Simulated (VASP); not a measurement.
# BAs (rocksalt type) in VASP: further runs, part 2 of 3

VASP 6.6.1.

## (3) Electric field gradients, PBE (volume scaled by 0.96)

Input file INCAR:

```
  ALGO = Normal
  EDIFF = 1E-8
  ENCUT = 520
  GGA = PE
  ISIF = 2
  ISMEAR = -1
  LASPH = T
  LCHARG = F
  LEFG = T
  LREAL = F
  LWAVE = F
  NBANDS = 11
  NELM = 80
  PREC = Accurate
  SIGMA = 0.05
```

Input file KPOINTS:

```
k-points
0
Gamma
  14 14 14
```

Input file POSCAR:

```
BAs
1.0
    0.0000000000      2.2756699033      2.2756699033
    2.2756699033      0.0000000000      2.2756699033
    2.2756699033      2.2756699033      0.0000000000
B As
1 1
Direct
    0.0000000000      0.0000000000      0.0000000000
    0.5000000000      0.5000000000      0.5000000000
```

Potentials or basis: VASP PAW PBE potentials, release 64 (B, As).

Launch:

```bash
cat potpaw_PBE.64/B/POTCAR potpaw_PBE.64/As/POTCAR > POTCAR
mpirun -np 1 vasp_std > vasp.out
```

OUTCAR:

```text
EDIFF = 1E-8
   ENCUT = 520
   GGA = PE
   ISIF = 2
   ISMEAR = -1
   LASPH = T
   LREAL = F
   NELM = 80
   PREC = Accurate

 ion  position               nearest neighbor table
   1  0.000  0.000  0.000-   2 2.28   2 2.28   2 2.28   2 2.28   2 2.28   2 2.28
   2  0.500  0.500  0.500-   1 2.28   1 2.28   1 2.28   1 2.28   1 2.28   1 2.28

  LATTYP: Found a face centered cubic cell.
 ALAT       =     4.5513398066

  Lattice vectors:

 A1 = (   0.0000000000,   2.2756699033,   2.2756699033)
 A2 = (   2.2756699033,   0.0000000000,   2.2756699033)
 A3 = (   2.2756699033,   2.2756699033,   0.0000000000)

Analysis of symmetry for initial positions (statically):
=====================================================================
 Subroutine PRICEL returns:
 Original cell was already a primitive cell.

 Routine SETGRP: Setting up the symmetry group for a
 face centered cubic supercell.

 Subroutine GETGRP returns: Found 48 space group operations
[... 9 lines left out ...]

 Routine SETGRP: Setting up the symmetry group for a
 face centered cubic supercell.

 Subroutine GETGRP returns: Found 48 space group operations
[... 11 lines left out ...]
                                     Primitive cell

  volume of cell :      23.5699

  direct lattice vectors                    reciprocal lattice vectors
     0.000000000  2.275669903  2.275669903    -0.219715522  0.219715522  0.219715522
     2.275669903  0.000000000  2.275669903     0.219715522 -0.219715522  0.219715522
     2.275669903  2.275669903  0.000000000     0.219715522  0.219715522 -0.219715522

  length of vectors
     3.218283241  3.218283241  3.218283241     0.380558447  0.380558447  0.380558447

  position of ions in fractional coordinates (direct lattice)
[... 457 lines left out ...]
      1      -7.0873      2.00000
      2       3.1770      2.00000
      3       6.0811      2.00000
      4       7.4883      1.99300
      5       8.5726      0.00000
      6      14.4359      0.00000
      7      14.8792      0.00000
      8      15.1450      0.00000
      9      16.0293      0.00000
     10      20.9873      0.00000
     11      21.3049      0.00000

 [... further k-points ...]

------------------------ aborting loop because EDIFF is reached ----------------------------------------

  FORCE on cell =-STRESS in cart. coord.  units (eV):
  Direction    XX          YY          ZZ          XY          YZ          ZX
  --------------------------------------------------------------------------------------
  -------------------------------------------------------------------------------------
  Total        0.9088377      0.9088377      0.9088377      0.0000000     -0.0000000      0.0000000
  in kB       61.7787517     61.7787517     61.7787517      0.0000000     -0.0000000      0.0000000
  external PRESSURE =      61.7787517 kB  Pullay stress =       0.0000000 kB

 VOLUME and BASIS-vectors are now :
 -----------------------------------------------------------------------------
  energy-cutoff  :      520.00
  volume of cell :       23.57
      direct lattice vectors                 reciprocal lattice vectors
     0.000000000  2.275669903  2.275669903    -0.219715522  0.219715522  0.219715522
     2.275669903  0.000000000  2.275669903     0.219715522 -0.219715522  0.219715522
     2.275669903  2.275669903  0.000000000     0.219715522  0.219715522 -0.219715522

 POSITION                                       TOTAL-FORCE (eV/Angst)
 -----------------------------------------------------------------------------------
      0.00000      0.00000      0.00000        -0.000000      0.000000      0.000000
      2.27567      2.27567      2.27567         0.000000     -0.000000     -0.000000
 -----------------------------------------------------------------------------------
    total drift:                                0.000000     -0.000000     -0.000000

  FREE ENERGIE OF THE ION-ELECTRON SYSTEM (eV)
  ---------------------------------------------------
  free  energy   TOTEN  =        -9.6140277744 eV

  energy  without entropy=       -9.6074061518  energy(sigma->0) =       -9.61071696

 Electric field gradients (V/A^2)
---------------------------------------------------------------------
 ion       V_xx      V_yy      V_zz      V_xy      V_xz      V_yz
---------------------------------------------------------------------
   1      -0.000     0.000     0.000     0.000     0.000     0.000
   2      -0.000    -0.000     0.000     0.000     0.000     0.000
---------------------------------------------------------------------

 Electric field gradients after diagonalization (V/A^2)
 (convention: |V_zz| > |V_xx| > |V_yy|)
----------------------------------------------------------------------
 ion       V_xx      V_yy      V_zz     asymmetry (V_yy - V_xx)/ V_zz
----------------------------------------------------------------------
   1      -0.000    -0.000     0.000       0.000
   2      -0.000    -0.000     0.000       0.000
----------------------------------------------------------------------

           NMR quadrupolar parameters

 Cq : quadrupolar parameter    Cq=e*Q*V_zz/h
 eta: asymmetry parameters     (V_yy - V_xx)/ V_zz
 Q  : nuclear electric quadrupole moment in mb (millibarn)
----------------------------------------------------------------------
 ion       Cq(MHz)       eta       Q (mb)
----------------------------------------------------------------------
   1       0.000       0.000       1.000
   2       0.000       0.000       1.000
----------------------------------------------------------------------
```

OSZICAR:

```text
N       E                     dE             d eps       ncg     rms          rms(c)
DAV:   1     0.115213857218E+02    0.11521E+02   -0.39092E+03  2288   0.654E+02
DAV:   2    -0.927990585921E+01   -0.20801E+02   -0.20047E+02  3120   0.103E+02
DAV:   3    -0.985990218442E+01   -0.58000E+00   -0.57489E+00  2745   0.150E+01
DAV:   4    -0.986106117368E+01   -0.11590E-02   -0.11589E-02  2546   0.746E-01
DAV:   5    -0.986106192898E+01   -0.75530E-06   -0.75519E-06  2680   0.215E-02    0.400E+00
DAV:   6    -0.961909978166E+01    0.24196E+00   -0.87634E-01  2371   0.347E+00    0.198E+00
DAV:   7    -0.961378033694E+01    0.53194E-02   -0.72156E-02  2720   0.139E+00    0.919E-01
DAV:   8    -0.961399098827E+01   -0.21065E-03   -0.26996E-03  2405   0.367E-01    0.485E-02
DAV:   9    -0.961401915797E+01   -0.28170E-04   -0.17979E-04  2640   0.651E-02    0.381E-02
DAV:  10    -0.961402845644E+01   -0.92985E-05   -0.22186E-05  2537   0.312E-02    0.505E-03
DAV:  11    -0.961402775456E+01    0.70188E-06   -0.44380E-06  2587   0.842E-03    0.830E-04
DAV:  12    -0.961402776874E+01   -0.14178E-07   -0.20253E-07  2584   0.287E-03    0.309E-04
DAV:  13    -0.961402777441E+01   -0.56718E-08   -0.40710E-09  1425   0.316E-04
   1 F= -.96140278E+01 E0= -.96107170E+01  d E =-.662162E-02
```

stdout:

```text
POSCAR found type information on POSCAR B As
 POSCAR found :  2 types and       2 ions
 scaLAPACK will be used
 LDA part: xc-table for (Slater+PW92), standard interpolation
 POSCAR, INCAR and KPOINTS ok, starting setup
 FFT: planning ... GRIDC
 FFT: planning ... GRID_SOFT
 FFT: planning ... GRID
 WAVECAR not read
 entering main loop
ion   1

ion   2
```

Wall time 18 s (1 thread of Intel Xeon Platinum 8259CL at 2.50GHz (Skylake/Cascade Lake), shared host); peak memory 0.16 GiB.

What came out:

```
Free energy            : -9.6140 eV
Pressure               : 6.2 GPa
Band gap on the k mesh : zero (band 4 reaches 9.34 eV, above the bottom of band 5 at 4.47 eV)
```

Caveat: without QUAD_EFG the Cq values of the log hold for a quadrupole moment of 1 mb, not for the nuclei.

## (4) Electric field gradients, PBE (volume scaled by 0.98)

Input file INCAR:

```
PREC = Accurate
ENCUT = 520
EDIFF = 1E-8
ISMEAR = -1
SIGMA = 0.05
LREAL = F
LASPH = T
NELM = 100
ALGO = Normal
ISIF = 2
LWAVE = F
LCHARG = F
GGA = PE
LEFG = T
NBANDS = 11
```

Input file KPOINTS:

```
regular mesh
0
Gamma
  14 14 14
```

Input file POSCAR:

```
BAs
1.0
    0.0000000000      2.2913646745      2.2913646745
    2.2913646745      0.0000000000      2.2913646745
    2.2913646745      2.2913646745      0.0000000000
B As
1 1
Direct
    0.0000000000      0.0000000000      0.0000000000
    0.5000000000      0.5000000000      0.5000000000
```

Potentials or basis: VASP PAW PBE potentials, release 64 (B, As).

Launch:

```bash
cat potpaw_PBE.64/B/POTCAR potpaw_PBE.64/As/POTCAR > POTCAR
mpirun -np 1 vasp_std > vasp.out
```

OUTCAR:

```text
PREC = Accurate
   ENCUT = 520
   EDIFF = 1E-8
   ISMEAR = -1
   LREAL = F
   LASPH = T
   NELM = 100
   ISIF = 2
   GGA = PE

 ion  position               nearest neighbor table
   1  0.000  0.000  0.000-   2 2.29   2 2.29   2 2.29   2 2.29   2 2.29   2 2.29
   2  0.500  0.500  0.500-   1 2.29   1 2.29   1 2.29   1 2.29   1 2.29   1 2.29

  LATTYP: Found a face centered cubic cell.
 ALAT       =     4.5827293490

  Lattice vectors:

 A1 = (   0.0000000000,   2.2913646745,   2.2913646745)
 A2 = (   2.2913646745,   0.0000000000,   2.2913646745)
 A3 = (   2.2913646745,   2.2913646745,   0.0000000000)

Analysis of symmetry for initial positions (statically):
=====================================================================
 Subroutine PRICEL returns:
 Original cell was already a primitive cell.

 Routine SETGRP: Setting up the symmetry group for a
 face centered cubic supercell.

 Subroutine GETGRP returns: Found 48 space group operations
[... 9 lines left out ...]

 Routine SETGRP: Setting up the symmetry group for a
 face centered cubic supercell.

 Subroutine GETGRP returns: Found 48 space group operations
[... 11 lines left out ...]
                                     Primitive cell

  volume of cell :      24.0609

  direct lattice vectors                    reciprocal lattice vectors
     0.000000000  2.291364675  2.291364675    -0.218210574  0.218210574  0.218210574
     2.291364675  0.000000000  2.291364675     0.218210574 -0.218210574  0.218210574
     2.291364675  2.291364675  0.000000000     0.218210574  0.218210574 -0.218210574

  length of vectors
     3.240478999  3.240478999  3.240478999     0.377951800  0.377951800  0.377951800

  position of ions in fractional coordinates (direct lattice)
     0.000000000  0.000000000  0.000000000
     0.500000000  0.500000000  0.500000000

  ion indices of the primitive-cell ions
   primitive index   ion index
                 1           1
                 2           2

----------------------------------------------------------------------------------------

 KPOINTS: regular mesh

Automatic generation of k-mesh.
 Grid dimensions read from file:
 generate k-points for:   14   14   14

 Generating k-lattice:

  Cartesian coordinates                     Fractional coordinates (reciprocal lattice)
    -0.015586470  0.015586470  0.015586470     0.071428571  0.000000000  0.000000000
     0.015586470 -0.015586470  0.015586470     0.000000000  0.071428571  0.000000000
     0.015586470  0.015586470 -0.015586470     0.000000000  0.000000000  0.071428571

  Length of vectors
     0.026996557  0.026996557  0.026996557

  Shift w.r.t. Gamma in fractional coordinates (k-lattice)
     0.000000000  0.000000000  0.000000000

 Subroutine IBZKPT returns following result:
 ===========================================

 Found    104 irreducible k-points:

 Following reciprocal coordinates:
            Coordinates               Weight
  0.000000  0.000000  0.000000      1.000000
  0.071429  0.000000  0.000000      8.000000
  0.142857  0.000000  0.000000      8.000000
  0.214286  0.000000  0.000000      8.000000
  0.285714  0.000000  0.000000      8.000000
[... 49 lines left out ...]
   NELECT =       8.0000    total number of electrons
   NUPDOWN=      -1.0000    fix difference up-down
   EMIN   =  10.00;   EMAX   =-10.00  energy-range for DOS
   EFERMI =   0.00;   METHOD = LEGACY
   ISMEAR =    -1;   SIGMA  =   0.05  broadening in eV -4-tet -1-fermi 0-gaus
   EFERMI_NEDOS =   21; number of points for ismear=-14 and -15
   IALGO  =     38    algorithm
   IMIX   =      4    mixing-type and parameters
     AMIX     =   0.40;   BMIX     =  1.00
     AMIX_MAG =   1.60;   BMIX_MAG =  1.00
  volume/ion in A,a.u.               =      12.03        81.19
  Fermi-wavevector in a.u.,A,eV,Ry     =   1.134142  2.143217 17.500863  1.286277
  Thomas-Fermi vector in A             =   2.270845
   LORBIT       =      0    0 simple, 1 ext, 2 COOP (PROOUT), +10 PAW based schemes
   GGA     = PE    functional components
[... 5 lines left out ...]
 non-spin polarized calculation
  energy-cutoff  :      520.00
  volume of cell :       24.06
 maximum number of plane-waves:       660
   NGX = 13   NGY = 13   NGZ = 13

 number of electron       7.9999999 magnetization

 Free energy of the ion-electron system (eV)
  ---------------------------------------------------
  ext. energy  EPLUGINS =         0.00000000
  ---------------------------------------------------
  free energy    TOTEN  =        -9.62827620 eV

  energy without entropy =       -9.62153675  energy(sigma->0) =       -9.62490647

 E-fermi :   7.5179     XC(G=0): -11.5098

 val. band max:        7.4963355186   @ k =   0.2143   0.0000   0.0000
 cond. band min:       7.5351190513   @ k =  -0.4286   0.3571   0.0714
 fundamental gap:      0.0387835327
 Fermi energy:         7.5179222538

 k-point     1 :       0.0000    0.0000    0.0000
  band No.  band energies     occupation
      1      -8.5884      2.00000
      2       7.4933      1.24104
      3       7.4933      1.24104
      4       7.4933      1.24104
      5      11.2460      0.00000
      6      15.3229      0.00000
      7      15.3229      0.00000
      8      15.3229      0.00000
      9      16.3979      0.00000
     10      16.3979      0.00000
     11      16.3979      0.00000
[... 309 lines left out ...]
 k-point    24 :       0.2857    0.1429    0.0000
  band No.  band energies     occupation
      1      -7.1510      2.00000
      2       2.9645      2.00000
      3       5.8750      2.00000
      4       7.2118      1.99562
      5       8.3299      0.00000
      6      14.1200      0.00000
      7      14.5187      0.00000
      8      14.7431      0.00000
      9      15.6342      0.00000
     10      20.6261      0.00000
     11      20.9539      0.00000

 [... further k-points ...]

------------------------ aborting loop because EDIFF is reached ----------------------------------------

  FORCE on cell =-STRESS in cart. coord.  units (eV):
  Direction    XX          YY          ZZ          XY          YZ          ZX
  --------------------------------------------------------------------------------------
  -------------------------------------------------------------------------------------
  Total        0.4666960      0.4666960      0.4666960      0.0000000      0.0000000      0.0000000
  in kB       31.0764948     31.0764948     31.0764948      0.0000000      0.0000000      0.0000000
  external PRESSURE =      31.0764948 kB  Pullay stress =       0.0000000 kB

 VOLUME and BASIS-vectors are now :
 -----------------------------------------------------------------------------
  energy-cutoff  :      520.00
  volume of cell :       24.06
      direct lattice vectors                 reciprocal lattice vectors
     0.000000000  2.291364675  2.291364675    -0.218210574  0.218210574  0.218210574
     2.291364675  0.000000000  2.291364675     0.218210574 -0.218210574  0.218210574
     2.291364675  2.291364675  0.000000000     0.218210574  0.218210574 -0.218210574

 POSITION                                       TOTAL-FORCE (eV/Angst)
 -----------------------------------------------------------------------------------
      0.00000      0.00000      0.00000         0.000000     -0.000000     -0.000000
      2.29136      2.29136      2.29136         0.000000      0.000000      0.000000
 -----------------------------------------------------------------------------------
    total drift:                                0.000000     -0.000000     -0.000000

  FREE ENERGIE OF THE ION-ELECTRON SYSTEM (eV)
  ---------------------------------------------------
  free  energy   TOTEN  =        -9.6282762003 eV

  energy  without entropy=       -9.6215367454  energy(sigma->0) =       -9.62490647

 Electric field gradients (V/A^2)
---------------------------------------------------------------------
 ion       V_xx      V_yy      V_zz      V_xy      V_xz      V_yz
---------------------------------------------------------------------
   1      -0.000    -0.000    -0.000     0.000     0.000     0.000
   2      -0.000    -0.000    -0.000     0.000     0.000     0.000
---------------------------------------------------------------------

 Electric field gradients after diagonalization (V/A^2)
 (convention: |V_zz| > |V_xx| > |V_yy|)
----------------------------------------------------------------------
 ion       V_xx      V_yy      V_zz     asymmetry (V_yy - V_xx)/ V_zz
----------------------------------------------------------------------
   1      -0.000    -0.000     0.000       0.000
   2      -0.000    -0.000     0.000       0.000
----------------------------------------------------------------------

           NMR quadrupolar parameters

 Cq : quadrupolar parameter    Cq=e*Q*V_zz/h
 eta: asymmetry parameters     (V_yy - V_xx)/ V_zz
 Q  : nuclear electric quadrupole moment in mb (millibarn)
----------------------------------------------------------------------
 ion       Cq(MHz)       eta       Q (mb)
----------------------------------------------------------------------
   1       0.000       0.000       1.000
   2       0.000       0.000       1.000
----------------------------------------------------------------------
```

It took 18 s on 1 thread of Intel Xeon Platinum 8259CL at 2.50GHz (Skylake/Cascade Lake), shared host; peak memory 0.16 GiB.

What came out:

```yaml
Free_energy: -9.6283 eV
Pressure: 3.1 GPa
Band_gap_on_the_k_mesh: zero (band 4 reaches 9.09 eV, above the bottom of band 5 at 4.17 eV)
```

Levels at points of the mesh, in eV from the Fermi level:
```
           k point  band 1  band 2  band 3  band 4  band 5  band 6  band 7  band 8
(0.00, 0.00, 0.00)  -16.11   -0.02   -0.02   -0.02    3.73    7.80    7.80    7.80
(0.50, 0.00, 0.00)  -12.27   -9.85    1.04    1.04    1.36    1.36    4.25    5.55
(0.50, 0.50, 0.00)  -10.78   -8.05   -3.81   -3.81   -3.35    3.63   10.77   10.77
```

Caveat: without QUAD_EFG the Cq values of the log hold for a quadrupole moment of 1 mb, not for the nuclei.

[end of part 2 of 3]
